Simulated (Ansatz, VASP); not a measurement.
**ZrS: VASP beside Ansatz**

```
Zr S
1.0
     0.00000    2.62500    2.62500
     2.62500    0.00000    2.62500
     2.62500    2.62500    0.00000
Zr S
1 1
Cartesian
  0.0000 0.0000 0.0000
  2.6250 2.6250 2.6250
```

Alike in both runs: task relaxation of cell and atoms; functional r2SCAN; k mesh 8 × 8 × 8; occupations gaussian, width 0.1 eV; no spin polarisation.

|  | VASP | Ansatz |
| --- | --- | --- |
| version | VASP 6.6.1 | Ansatz 0.2.0 |
| potentials or method | VASP PAW PBE potentials, release 64 (Zr_sv, S), cutoff 600 eV | scalar-relativistic, plane waves, PAW |
| valence electrons in the cell | 18 | 18 |

|  | VASP | Ansatz | Ansatz less VASP |
| --- | --- | --- | --- |
| gap on the k mesh at the Fermi level, each at its own relaxed structure (eV) | none | none | - |
| relaxed volume (Å³/atom) | 17.81 | 17.81 | +0.002 |
| relaxed cell length with the largest relative difference (Å) | 3.693 | 3.693 | +0.0002 |

VASP's potentials were made for PBE, not for r2SCAN. A gap of «none» marks a metal or a gap that the smearing closes.

Noted on VASP's run: too few bands were computed for a metal, which touches its energy and stress.
